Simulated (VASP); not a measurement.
# H10CO6 in VASP: further runs

Runs on H10CO6. Level: LDA. Tasks: single point.

All numbers are computed with VASP 6.6.1; they aren't measurements. Logs are shortened: lines on timing, memory, paths and dates and some standing lists are left out, and cuts for length are marked.

### Step 1. The cell of the first run

The cell holds a disordered packing, 17 atoms: a = 5.677 Å, b = 5.677 Å, c = 5.677 Å, α = 90.00°, β = 90.00°, γ = 90.00°.

### Step 2. Single point, LDA

Input file INCAR:

```
SYSTEM = H10CO6
PREC = Accurate ; ENCUT = 1000
EDIFF = 1E-6 ; ISMEAR = -1
SIGMA = 0.05 ; LREAL = Auto
LASPH = .TRUE. ; NELM = 120
ALGO = Normal ; ISIF = 2
LWAVE = .FALSE. ; LCHARG = .FALSE.
NBANDS = 39 ; GGA_COMPAT = .FALSE.
```

Input file KPOINTS:

```
regular mesh
0
G
  1 1 1
  0 0 0
```

Input file POSCAR:

```
H10CO6
1.0
    5.6774110000      0.0000000000      0.0000000000
    0.0000000000      5.6774110000      0.0000000000
    0.0000000000      0.0000000000      5.6774110000
O H C
6 10 1
Direct
    1.0394702797      0.3873068200      0.3701158856
    0.3722119114      0.2332048886      0.1413848672
    0.5191979231      0.3844710203      0.7674448794
    0.1505615852      0.6494861831      0.6962328428
    0.7800738752      0.7290823229      0.2916822474
    1.0561328042      0.8883274436      0.0630569110
    1.0685328224      0.4548904421      0.5340110131
    1.2332910194      0.3133470520      0.2672873252
    0.4350926857      0.3299038946      0.0026244357
    0.2781197275      0.0911507023      0.0912739980
    0.6642640457      0.4177960694      0.6815430484
    0.3834670416      0.4989950525      0.7135646864
    0.1120757331      0.7370789256      0.8651478641
    0.1687564983      0.7779250084      0.5882434793
    0.9292087538      0.5041734692      0.2772038170
    0.8570631931      1.0915714927      0.2874021275
    0.8853331210      0.9014672357      0.2093031489
```

Potentials or basis: VASP PAW LDA potentials, release 64 (O_h, H_h, C_h).

Launch:

```console
> cat potpaw_LDA.64/O_h/POTCAR potpaw_LDA.64/H_h/POTCAR potpaw_LDA.64/C_h/POTCAR > POTCAR
> mpirun -np 1 vasp_gam > vasp.out
```

OUTCAR:

```text
SYSTEM = H10CO6
   PREC = Accurate
   ENCUT = 1000
   EDIFF = 1E-6
   ISMEAR = -1
   LREAL = Auto
   LASPH = .TRUE.
   NELM = 120
   ISIF = 2

 ion  position               nearest neighbor table
   1  0.039  0.387  0.370-   7 1.02  15 1.05
   2  0.372  0.233  0.141-  10 1.01   9 1.02   8 1.16
   3  0.519  0.384  0.767-  11 0.98  12 1.05
   4  0.151  0.649  0.696-  14 0.96  13 1.10
   5  0.780  0.729  0.292-  17 1.24
   6  0.056  0.888  0.063-  17 1.28
   7  0.069  0.455  0.534-   1 1.02
   8  0.233  0.313  0.267-   2 1.16
   9  0.435  0.330  0.003-   2 1.02
  10  0.278  0.091  0.091-   2 1.01
  11  0.664  0.418  0.682-   3 0.98
  12  0.383  0.499  0.714-   3 1.05
  13  0.112  0.737  0.865-   4 1.10
  14  0.169  0.778  0.588-   4 0.96
  15  0.929  0.504  0.277-   1 1.05
  16  0.857  0.092  0.287-  17 1.18
  17  0.885  0.901  0.209-  16 1.18   5 1.24   6 1.28

  LATTYP: Found a simple cubic cell.
 ALAT       =     5.6774110000

  Lattice vectors:

 A1 = (   5.6774110000,   0.0000000000,   0.0000000000)
 A2 = (   0.0000000000,   5.6774110000,   0.0000000000)
 A3 = (   0.0000000000,   0.0000000000,   5.6774110000)

Analysis of symmetry for initial positions (statically):
=====================================================================
 Subroutine PRICEL returns:
 Original cell was already a primitive cell.

 Routine SETGRP: Setting up the symmetry group for a
 simple cubic supercell.

 Subroutine GETGRP returns: Found  1 space group operations
 (whereof  1 operations were pure point group operations)
 out of a pool of 48 trial point group operations.

The static configuration has the point symmetry C_1 .

Analysis of symmetry for dynamics (positions and initial velocities):
=====================================================================
 Subroutine PRICEL returns:
 Original cell was already a primitive cell.

 Routine SETGRP: Setting up the symmetry group for a
 simple cubic supercell.

 Subroutine GETGRP returns: Found  1 space group operations
 (whereof  1 operations were pure point group operations)
 out of a pool of 48 trial point group operations.

The dynamic configuration has the point symmetry C_1 .

 Subroutine INISYM returns: Found  1 space group operations
 (whereof  1 operations are pure point group operations),
[... 103 lines left out ...]
   LREAL  =      T    real-space projection
   EDIFFG = 0.1E-04   stopping-criterion for IOM
   NSW    =      0    number of steps for IOM
   IBRION =     -1    ionic relax: 0-MD 1-quasi-New 2-CG
   NFREE  =      0    steps in history (QN), initial steepest desc. (CG)
   ISIF   =      2    stress and relaxation
   ISYM   =      2    0-nonsym 1-usesym 2-fastsym
   POTIM  = 0.5000    time-step for ionic-motion
   TEBEG  =    0.0;   TEEND  =   0.0 temperature during run
   PSTRESS=    0.0 pullay stress
   NELECT =      50.0000    total number of electrons
   NUPDOWN=      -1.0000    fix difference up-down
   EMIN   =  10.00;   EMAX   =-10.00  energy-range for DOS
   EFERMI =   0.00;   METHOD = LEGACY
   ISMEAR =    -1;   SIGMA  =   0.05  broadening in eV -4-tet -1-fermi 0-gaus
   EFERMI_NEDOS =   21; number of points for ismear=-14 and -15
   IALGO  =     38    algorithm
   IMIX   =      4    mixing-type and parameters
     AMIX     =   0.40;   BMIX     =  1.00
     AMIX_MAG =   1.60;   BMIX_MAG =  1.00
  volume/ion in A,a.u.               =      10.76        72.64
  Fermi-wavevector in a.u.,A,eV,Ry     =   1.062302  2.007459 15.353966  1.128485
  Thomas-Fermi vector in A             =   2.197748
   LORBIT       =      0    0 simple, 1 ext, 2 COOP (PROOUT), +10 PAW based schemes
   GGA     = CA    functional components
   LHFCALC =     F    Hartree Fock is set to
   AEXX    =    0.0000 exact exchange contribution
   IVDW    =     0    specifies the selected vdW correction
   LEPSILON=     F    determine dielectric tensor
   LRPA    =     F    only Hartree local field effects (RPA)
 non-spin polarized calculation
  energy-cutoff  :     1000.00
  volume of cell :      183.00
 maximum number of plane-waves:      6603
 NGX is ok and might be reduce to    60
   NGX = 29   NGY = 29   NGZ = 29

 number of electron      50.0000000 magnetization

 Free energy of the ion-electron system (eV)
  ---------------------------------------------------
  ext. energy  EPLUGINS =         0.00000000
  ---------------------------------------------------
  free energy    TOTEN  =       -95.14189557 eV

  energy without entropy =      -95.14189557  energy(sigma->0) =      -95.14189557

 E-fermi :  -1.8746     XC(G=0):  -7.3084

 val. band max:       -3.1572158528   @ k =   0.0000   0.0000   0.0000
 cond. band min:       1.7318310311   @ k =   0.0000   0.0000   0.0000
 fundamental gap:      4.8890468839
 Fermi energy:        -1.8745805733

 k-point     1 :       0.0000    0.0000    0.0000
  band No.  band energies     occupation
      1     -23.3091      2.00000
      2     -22.4019      2.00000
      3     -21.9646      2.00000
      4     -21.2899      2.00000
      5     -21.0529      2.00000
      6     -20.5813      2.00000
[... 29 lines left out ...]
     36       8.2475      0.00000
     37       8.5049      0.00000
 [bands above 37 left out]

------------------------ aborting loop because EDIFF is reached ----------------------------------------

  FORCE on cell =-STRESS in cart. coord.  units (eV):
  Direction    XX          YY          ZZ          XY          YZ          ZX
  --------------------------------------------------------------------------------------
  -------------------------------------------------------------------------------------
  Total       -3.5343820     -1.3168159     -1.0311305      1.4080793     -1.0792750      0.8988361
  in kB      -30.9437587    -11.5288142     -9.0276188     12.3278313     -9.4491274      7.8693718
  external PRESSURE =     -17.1667306 kB  Pullay stress =       0.0000000 kB

 VOLUME and BASIS-vectors are now :
 -----------------------------------------------------------------------------
  energy-cutoff  :     1000.00
  volume of cell :      183.00
      direct lattice vectors                 reciprocal lattice vectors
     5.677411000  0.000000000  0.000000000     0.176136623  0.000000000  0.000000000
     0.000000000  5.677411000  0.000000000     0.000000000  0.176136623  0.000000000
     0.000000000  0.000000000  5.677411000     0.000000000  0.000000000  0.176136623

 POSITION                                       TOTAL-FORCE (eV/Angst)
 -----------------------------------------------------------------------------------
      0.22409      2.19890      2.10130         0.012414     -0.694294     -0.422118
      2.11320      1.32400      0.80270        -0.809424     -0.337166      1.463432
      2.94770      2.18280      4.35710        -1.086026      0.866622     -0.611099
      0.85480      3.68740      3.95280         0.105916      0.133422      2.179595
      4.42880      4.13930      1.65600        -0.415475      0.215136     -0.350682
      0.31869      5.04340      0.35800         0.231634      0.288516     -0.346662
[... 9 lines left out ...]
      4.86590      0.51989      1.63170        -0.092838     -1.157825     -0.530995
      5.02640      5.11800      1.18830         0.663335      0.493293      0.594332
 -----------------------------------------------------------------------------------
    total drift:                                0.001293     -0.001154      0.002938

  FREE ENERGIE OF THE ION-ELECTRON SYSTEM (eV)
  ---------------------------------------------------
  free  energy   TOTEN  =       -95.1418955668 eV

  energy  without entropy=      -95.1418955668  energy(sigma->0) =      -95.14189557
```

stdout:

```text
POSCAR found type information on POSCAR O H C
 POSCAR found :  3 types and      17 ions
 scaLAPACK will be used
 LDA part: xc-table for (Slater(with rela. corr.)+CA(PZ))
 , standard interpolation
 POSCAR, INCAR and KPOINTS ok, starting setup
 FFT: planning ... GRIDC
 FFT: planning ... GRID_SOFT
 FFT: planning ... GRID
 WAVECAR not read
 entering main loop
```

Run time: 19 s. Hardware: 1 thread of Intel Xeon Platinum 8488C (Sapphire Rapids), shared host; peak memory 0.36 GiB.

Results:

| Property | Result |
| --- | --- |
| Free energy | -95.1419 eV |
| Pressure | -1.7 GPa |
| Largest force | 2.186 eV/Å |

Forces on the atoms (eV/Å):
```
O    0.012 -0.694 -0.422
O   -0.809 -0.337  1.463
O   -1.086  0.867 -0.611
O    0.106  0.133  2.180
O   -0.415  0.215 -0.351
O    0.232  0.289 -0.347
H   -0.162  0.369 -0.523
H   -0.085  0.406 -0.610
H    0.412 -0.281 -0.439
H   -0.078 -0.106 -0.354
H   -0.195  0.114  0.125
H    1.089 -0.456  0.299
H   -0.121 -0.543 -0.604
H    0.094  0.630 -0.762
H    0.436  0.058  0.893
H   -0.093 -1.158 -0.531
C    0.663  0.493  0.594
```

Caveat: the k points lie up to 1.11 Å⁻¹ apart, too coarse for converged energies, forces and pressures.

### Step 3. Single point, LDA

Input file INCAR:

```
  ALGO = Normal
  EDIFF = 1E-6
  ENCUT = 1000
  GGA = CA
  GGA_COMPAT = F
  ISIF = 2
  ISMEAR = -1
  LASPH = T
  LCHARG = F
  LREAL = Auto
  LWAVE = F
  NBANDS = 39
  NELM = 120
  PREC = Accurate
  SIGMA = 0.05
```

Input file KPOINTS:

```
k-points
0
Gamma
  1 1 1
```

Input file POSCAR:

```
H10CO6
1.0
    5.6774110000      0.0000000000      0.0000000000
    0.0000000000      5.6774110000      0.0000000000
    0.0000000000      0.0000000000      5.6774110000
O H C
6 10 1
Direct
    1.0292367419      0.3866375008      0.3648141732
    0.3689357702      0.2010951823      0.1443263488
    0.4952961834      0.3881875031      0.7195885589
    0.1322609901      0.6644225687      0.7352471047
    0.7700869287      0.7104822955      0.3120260274
    1.0660316824      0.8613433130      0.1201251768
    1.0860408028      0.4527239617      0.5172075793
    1.1813483294      0.3250601374      0.2646981168
    0.4258807404      0.2538657145     -0.0208898035
    0.2912242922      0.0427483584      0.1333530372
    0.6044656623      0.3725113436      0.5947429207
    0.4069988944      0.5359485160      0.6996322796
    0.0595341785      0.6920231775      0.8996001875
    0.0364602809      0.7510465598      0.6264827401
    0.8929422231      0.5380445418      0.3181203545
    0.7792108058      1.0483123381      0.1846264081
    0.8705904857      0.8778649282      0.2078940559
```

Potentials or basis: VASP PAW LDA potentials, release 64 (O_h, H_h, C_h).

Launch:

```console
> cat potpaw_LDA.64/O_h/POTCAR potpaw_LDA.64/H_h/POTCAR potpaw_LDA.64/C_h/POTCAR > POTCAR
> mpirun -np 1 vasp_gam > vasp.out
```

Wall time 30 s (1 thread of Intel Xeon Platinum 8259CL at 2.50GHz (Skylake/Cascade Lake), shared host); peak memory 0.36 GiB.

Results (log left out):

* Free energy: -94.9607 eV
* Pressure: 1.0 GPa
* Largest force: 1.833 eV/Å

Forces in eV/Å, atoms in the order of the input:
```
O    0.311 -0.515  0.094
O    0.369  0.451 -0.667
O   -0.640 -0.145  1.306
O   -0.179 -0.751  0.821
O   -1.218 -0.089  0.654
O    1.597 -0.354 -0.826
H    0.276 -0.331  0.410
H   -0.239  0.136 -0.178
H   -0.522 -0.235  0.899
H   -0.071  0.365 -0.318
H    0.927 -0.164 -1.067
H   -0.313  0.126  0.059
H    1.040  0.091 -0.859
H   -0.511  0.794 -0.506
H    0.446 -0.018 -0.341
H   -0.610  0.267  0.430
C   -0.663  0.373  0.090
```

Stress tensor (GPa, compression positive):
```
 1.63 -1.00 -0.36
-1.00  1.81  0.02
-0.36  0.02 -0.34
```

Levels at points of the mesh, in eV from the Fermi level:
```tsv
k point	band 21	band 22	band 23	band 24	band 25	band 26	band 27	band 28	band 29	band 30
(0.00, 0.00, 0.00)	-2.33	-2.25	-2.00	-1.83	-1.23	3.74	3.99	6.86	7.34	7.73
```

Caveat: the k points lie up to 1.11 Å⁻¹ apart, too coarse for converged energies, forces and pressures.

### Step 4. Single point, LDA

Input file INCAR:

```
SYSTEM = H10CO6
ALGO = Normal
EDIFF = 1E-6
ENCUT = 1000
GGA_COMPAT = .False.
ISIF = 2
ISMEAR = -1
LASPH = .True.
LCHARG = .False.
LREAL = Auto
LWAVE = .False.
NBANDS = 39
NELM = 120
PREC = Accurate
SIGMA = 0.05
```

Input file KPOINTS:

```
k-points
0
Gamma
  1 1 1
  0 0 0
```

Input file POSCAR:

```
H10CO6
1.0
    5.6774110000      0.0000000000      0.0000000000
    0.0000000000      5.6774110000      0.0000000000
    0.0000000000      0.0000000000      5.6774110000
O H C
6 10 1
Direct
    1.0132611502      0.3886982993      0.3625420108
    0.3620840556      0.2093383762      0.1153871016
    0.4699148961      0.4238199419      0.7568766820
    0.1311337157      0.6879896488      0.7025033065
    0.7772204619      0.7364976747      0.2338565941
    1.1307618913      0.8497535232      0.1294075768
    1.0690083913      0.4642432968      0.5082598389
    1.2256819173      0.3107402300      0.1962514252
    0.4046386636      0.2570185600     -0.0523830316
    0.2763935886      0.0245358316      0.1365587237
    0.6266588767      0.4738251291      0.7348596041
    0.3570817755      0.5555525221      0.7124726394
    0.1208473369      0.7231817460      0.8855973260
    0.0990944640      0.8359972530      0.6241753503
    0.8916035848      0.4974626639      0.2963850952
    0.9284865936      1.0212929802      0.3619607599
    0.9405871796      0.8736552629      0.2403208082
```

Launch:

```console
> cat potpaw_LDA.64/O_h/POTCAR potpaw_LDA.64/H_h/POTCAR potpaw_LDA.64/C_h/POTCAR > POTCAR
> mpirun -np 1 vasp_gam > vasp.out
```

Run time: 36 s. Hardware: 1 thread of AMD EPYC 7R43 (Zen 3), shared host; peak memory 0.29 GiB.

It converged, with:

| Property | Result |
| --- | --- |
| Free energy | -94.9403 eV |
| Pressure | 2.1 GPa |
| Largest force | 2.184 eV/Å |

Forces on the atoms (eV/Å):
```
O    0.636 -1.325 -0.234
O   -1.251 -0.980  1.499
O   -1.236 -0.646 -0.223
O   -0.316 -0.154  1.557
O   -1.344 -0.781 -0.119
O    1.154  0.040 -1.098
H    0.036  0.371  0.207
H    0.661 -0.198 -0.325
H    0.018  0.871 -0.067
H    0.171  0.821 -0.493
H    1.502  0.442 -0.220
H    0.265 -0.206  0.058
H    0.031  0.068 -0.866
H   -0.034  0.407 -0.268
H   -0.169  0.238 -0.259
H    0.146  1.369  0.591
C   -0.273 -0.338  0.259
```

Stress tensor (GPa, compression positive):
```
 2.59  0.81  0.38
 0.81  3.22 -0.49
 0.38 -0.49  0.44
```

Levels at points of the mesh, in eV from the Fermi level:
```csv
k point,band 22,band 23,band 24,band 25,band 26,band 27,band 28,band 29
"(0.00, 0.00, 0.00)",-1.95,-1.87,-1.77,-1.19,3.65,4.13,7.08,7.27
```

Caveat: the k points lie up to 1.11 Å⁻¹ apart, too coarse for converged energies, forces and pressures; the atoms stand as in a frame of molecular dynamics.

(Continued in part 2 of 2.)
